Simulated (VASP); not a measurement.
# Mg (P6/mmm) in VASP: further runs, part 2 of 2

VASP 6.6.1. The steps go on from the part before.

### 3 Relaxation of cell and atoms, PBEsol

This run uses another cell than the first one, of 26.03 Å³/atom, 1.141 times its volume.

INCAR

```
SYSTEM = Mg
ALGO     = Normal         ! electronic algorithm
EDIFF    = 1E-6           ! SCF threshold, eV
EDIFFG   = -0.01          ! ionic threshold
ENCUT    = 600            ! plane-wave cutoff, eV
GGA      = PS             ! functional
IBRION   = 2              ! ionic algorithm
ISIF     = 3              ! what is computed and relaxed
ISMEAR   = 0              ! smearing method
LASPH    = .TRUE.         ! aspherical terms in the spheres
LCHARG   = .FALSE.        ! write CHGCAR
LREAL    = .FALSE.        ! projectors in reciprocal space
LWAVE    = .FALSE.        ! write WAVECAR
NELM     = 100            ! most SCF steps
NSW      = 100            ! ionic steps
PREC     = Accurate       ! precision mode
SIGMA    = 0.1            ! smearing width, eV
```

KPOINTS

```
k-points
0
G
  12 12 14
  0 0 0
```

POSCAR

```
Mg
1.0
    5.2783903522      0.0000000000      0.0000000000
   -2.6391951761      4.5712201361      0.0000000000
    0.0000000000      0.0000000000      3.2358827811
Mg
3
Direct
    0.0000000000      0.0000000000      0.0000000000
    0.3333333333      0.6666666667      0.5000000000
    0.6666666667      0.3333333333      0.5000000000
```

Potentials or basis: VASP PAW PBE potentials, release 64 (Mg).

Launch:

```bash
$ cat potpaw_PBE.64/Mg/POTCAR > POTCAR
$ mpirun -np 1 vasp_std > vasp.out
```

OUTCAR:

```text
SYSTEM = Mg
   EDIFF = 1E-6
   EDIFFG = -0.01
   ENCUT = 600
   GGA = PS
   IBRION = 2
   ISIF = 3
   ISMEAR = 0
   LASPH = .TRUE.
   LREAL = .FALSE.
   NELM = 100
   NSW = 100
   PREC = Accurate

 ion  position               nearest neighbor table
   1  0.000  0.000  0.000-   2 3.45   3 3.45   2 3.45   3 3.45   3 3.45   3 3.45   2 3.45   2 3.45
                             3 3.45   3 3.45   2 3.45   2 3.45
   2  0.333  0.667  0.500-   3 3.05   3 3.05   3 3.05   1 3.45   1 3.45   1 3.45   1 3.45   1 3.45
                             1 3.45
   3  0.667  0.333  0.500-   2 3.05   2 3.05   2 3.05   1 3.45   1 3.45   1 3.45   1 3.45   1 3.45
                             1 3.45

  LATTYP: Found a hexagonal cell.
 ALAT       =     5.2783903522
 C/A-ratio  =     0.6130434783

  Lattice vectors:

 A1 = (   5.2783903522,   0.0000000000,   0.0000000000)
 A2 = (  -2.6391951761,   4.5712201361,   0.0000000000)
 A3 = (   0.0000000000,   0.0000000000,   3.2358827811)

Analysis of symmetry for initial positions (statically):
=====================================================================
 Subroutine PRICEL returns:
 Original cell was already a primitive cell.

 Routine SETGRP: Setting up the symmetry group for a
 hexagonal supercell.

 Subroutine GETGRP returns: Found 24 space group operations
 (whereof 24 operations were pure point group operations)
 out of a pool of 24 trial point group operations.

The static configuration has the point symmetry D_6h.

Analysis of symmetry for dynamics (positions and initial velocities):
=====================================================================
 Subroutine PRICEL returns:
 Original cell was already a primitive cell.

 Routine SETGRP: Setting up the symmetry group for a
 hexagonal supercell.

 Subroutine GETGRP returns: Found 24 space group operations
 (whereof 24 operations were pure point group operations)
 out of a pool of 24 trial point group operations.

The dynamic configuration has the point symmetry D_6h.

 Subroutine INISYM returns: Found 24 space group operations
 (whereof 24 operations are pure point group operations),
 and found     1 'primitive' translations

----------------------------------------------------------------------------------------

                                     Primitive cell

  volume of cell :      78.0776

  direct lattice vectors                    reciprocal lattice vectors
     5.278390352  0.000000000  0.000000000     0.189451695  0.109379987  0.000000000
    -2.639195176  4.571220136  0.000000000     0.000000000  0.218759974  0.000000000
     0.000000000  0.000000000  3.235882781     0.000000000  0.000000000  0.309034680

  length of vectors
     5.278390352  5.278390352  3.235882781     0.218759974  0.218759974  0.309034680

  position of ions in fractional coordinates (direct lattice)
     0.000000000  0.000000000  0.000000000
     0.333333333  0.666666667  0.500000000
     0.666666667  0.333333333  0.500000000

  ion indices of the primitive-cell ions
   primitive index   ion index
                 1           1
                 2           2
                 3           3

----------------------------------------------------------------------------------------
[... 56 lines left out ...]
   dimension x,y,z NGXF=    84 NGYF=   84 NGZF=   56
   ions per type =               3
   NGX,Y,Z   is equivalent  to a cutoff of  13.23, 13.23, 14.39 a.u.
   NGXF,Y,Z  is equivalent  to a cutoff of  26.46, 26.46, 28.77 a.u.
 SYSTEM =  Mg
   PREC   = accura    normal or accurate (medium, high low for compatibility)
   ISTART =      0    job   : 0-new  1-cont  2-samecut
   ICHARG =      2    charge: 1-file 2-atom 10-const
   ISPIN  =      1    spin polarized calculation?
   LNONCOLLINEAR =      F non collinear calculations
   LSORBIT =      F    spin-orbit coupling
   LASPH  =      T    aspherical Exc in radial PAW
   ENCUT  =  600.0 eV  44.10 Ry    6.64 a.u.  10.54 10.54  6.46*2*pi/ulx,y,z
   NELM   =    100;   NELMIN=  2; NELMDL= -5     # of ELM steps
   EDIFF  = 0.1E-05   stopping-criterion for ELM
   LREAL  =      F    real-space projection
   EDIFFG = -.1E-01   stopping-criterion for IOM
   NSW    =    100    number of steps for IOM
   IBRION =      2    ionic relax: 0-MD 1-quasi-New 2-CG
   NFREE  =      1    steps in history (QN), initial steepest desc. (CG)
   ISIF   =      3    stress and relaxation
   ISYM   =      2    0-nonsym 1-usesym 2-fastsym
   POTIM  = 0.5000    time-step for ionic-motion
   TEBEG  =    0.0;   TEEND  =   0.0 temperature during run
   PSTRESS=    0.0 pullay stress
   NELECT =       6.0000    total number of electrons
   NUPDOWN=      -1.0000    fix difference up-down
   EMIN   =  10.00;   EMAX   =-10.00  energy-range for DOS
   EFERMI =   0.00;   METHOD = LEGACY
   ISMEAR =     0;   SIGMA  =   0.10  broadening in eV -4-tet -1-fermi 0-gaus
   EFERMI_NEDOS =   21; number of points for ismear=-14 and -15
   IALGO  =     38    algorithm
   IMIX   =      4    mixing-type and parameters
     AMIX     =   0.40;   BMIX     =  1.00
     AMIX_MAG =   1.60;   BMIX_MAG =  1.00
  volume/ion in A,a.u.               =      26.03       175.63
  Fermi-wavevector in a.u.,A,eV,Ry     =   0.696012  1.315271  6.591098  0.484432
  Thomas-Fermi vector in A             =   1.778943
   LORBIT       =      0    0 simple, 1 ext, 2 COOP (PROOUT), +10 PAW based schemes
   GGA     = PS    functional components
   LHFCALC =     F    Hartree Fock is set to
   AEXX    =    0.0000 exact exchange contribution
   IVDW    =     0    specifies the selected vdW correction
   LEPSILON=     F    determine dielectric tensor
   LRPA    =     F    only Hartree local field effects (RPA)
 conjugate gradient relaxation of ions
 non-spin polarized calculation
 Gauss-broadening in eV      SIGMA  =   0.10
  energy-cutoff  :      600.00
  volume of cell :       78.08
 maximum number of plane-waves:      2641
   NGX = 21   NGY = 21   NGZ = 13

--------------------------------------- Ionic step        1  -------------------------------------------

 number of electron       6.0000000 magnetization

 Free energy of the ion-electron system (eV)
  ---------------------------------------------------
  ext. energy  EPLUGINS =         0.00000000
  ---------------------------------------------------
  free energy    TOTEN  =        -4.87372142 eV

  energy without entropy =       -4.86651762  energy(sigma->0) =       -4.87011952

------------------------ aborting loop because EDIFF is reached ----------------------------------------

  FORCE on cell =-STRESS in cart. coord.  units (eV):
  Direction    XX          YY          ZZ          XY          YZ          ZX
  --------------------------------------------------------------------------------------
  -------------------------------------------------------------------------------------
  Total       -1.7174538     -1.7174538     -1.8752568      0.0000000     -0.0000000      0.0000000
  in kB      -35.2427035    -35.2427035    -38.4808722      0.0000000     -0.0000000      0.0000000
  external PRESSURE =     -36.3220930 kB  Pullay stress =       0.0000000 kB
[... 172 lines left out ...]
--------------------------------------- Ionic step        6  -------------------------------------------

 number of electron       6.0000000 magnetization

 Free energy of the ion-electron system (eV)
  ---------------------------------------------------
  ext. energy  EPLUGINS =         0.00000000
  ---------------------------------------------------
  free energy    TOTEN  =        -4.99874070 eV

  energy without entropy =       -4.99195661  energy(sigma->0) =       -4.99534866

 E-fermi :   2.6576     XC(G=0):  -8.5609

 val. band max:        2.6543789125   @ k =   0.3333   0.0833   0.5000
 cond. band min:       2.6823077517   @ k =   0.2500   0.1667   0.4286
 fundamental gap:      0.0279288392
 Fermi energy:         2.6575729220

 k-point     1 :       0.0000    0.0000    0.0000
  band No.  band energies     occupation
      1      -4.3297      2.00000
      2       2.8582      0.00454
      3       2.8582      0.00454
      4       2.9115      0.00033
      5       2.9115      0.00033
      6       3.9940      0.00000
      7       4.0551      0.00000
[... 221 lines left out ...]
 k-point    24 :       0.3333    0.0000    0.0714
  band No.  band energies     occupation
      1      -3.3832      2.00000
      2      -0.8378      2.00000
      3       1.3753      2.00000
      4       1.9686      2.00000
      5       6.1450      0.00000
      6       6.9555      0.00000
      7       8.8094      0.00000

 [... further k-points ...]

------------------------ aborting loop because EDIFF is reached ----------------------------------------

  FORCE on cell =-STRESS in cart. coord.  units (eV):
  Direction    XX          YY          ZZ          XY          YZ          ZX
  --------------------------------------------------------------------------------------
  -------------------------------------------------------------------------------------
  Total        0.0125951      0.0125951      0.0042525      0.0000000      0.0000000     -0.0000000
  in kB        0.2955651      0.2955651      0.0997924      0.0000000      0.0000000     -0.0000000
  external PRESSURE =       0.2303075 kB  Pullay stress =       0.0000000 kB
[... 18 lines left out ...]
  FREE ENERGIE OF THE ION-ELECTRON SYSTEM (eV)
  ---------------------------------------------------
  free  energy   TOTEN  =        -4.9987407026 eV

  energy  without entropy=       -4.9919566088  energy(sigma->0) =       -4.99534866

 reached required accuracy - stopping structural energy minimisation
```

It took 4.5 min on 1 thread of AMD EPYC 7R43 (Zen 3), shared host; peak memory 0.25 GiB.

What came out:

```
Free energy                            : -4.9987 eV
Relaxed volume                         : 22.76 Å³/atom
Relaxed cell                           : a = 5.073 Å, b = 5.073 Å, c = 3.064 Å, α = 90.00°, β = 90.00°, γ = 120.00°
Space group after relaxing (to 0.05 Å) : P6/mmm (No. 191)
Energy gained by relaxing              : 41.7 meV/atom
Ionic steps                            : 6
Pressure after relaxing                : 0.0 GPa
Band gap on the k mesh                 : zero (band 3 reaches 6.21 eV, above the bottom of band 4 at 1.68 eV)
```

The path:
```csv
step,energy change (eV),largest force (eV/Å),pressure (GPa),volume (Å³)
1,0.0000,0.0000,-3.63,78.08
2,-0.1077,0.0000,-1.51,71.60
3,-0.1237,0.0000,-0.13,68.61
4,-0.1239,0.0000,0.02,68.32
5,-0.1247,0.0000,0.02,68.30
6,-0.1250,0.0000,0.02,68.27
```

Final structure:
```xyz
3
Lattice="5.0727 0.0000 0.0000 -2.5364 4.3931 0.0000 0.0000 0.0000 3.0637" Properties=species:S:1:pos:R:3 pbc="T T T"
Mg    5.0727    0.0000    0.0000
Mg    0.0000    2.9287    1.5319
Mg    2.5364    1.4644    1.5319
```

Levels at points of the mesh, in eV from the Fermi level:
```
           k point  band 1  band 2  band 3  band 4  band 5  band 6  band 7
(0.00, 0.00, 0.00)   -6.99    0.20    0.20    0.25    0.25    1.34    1.40
(0.50, 0.00, 0.00)   -5.05   -5.05   -1.55   -0.98    5.55    5.67    6.31
(0.00, 0.00, 0.50)   -3.18   -2.93    3.55    3.55    3.67    3.67    3.92
(0.50, 0.00, 0.50)   -1.50   -1.27   -1.08   -0.89    1.86    2.41    2.91
```

Caveat: the PAW data sets were made with another functional, which shifts forces and pressure a little.
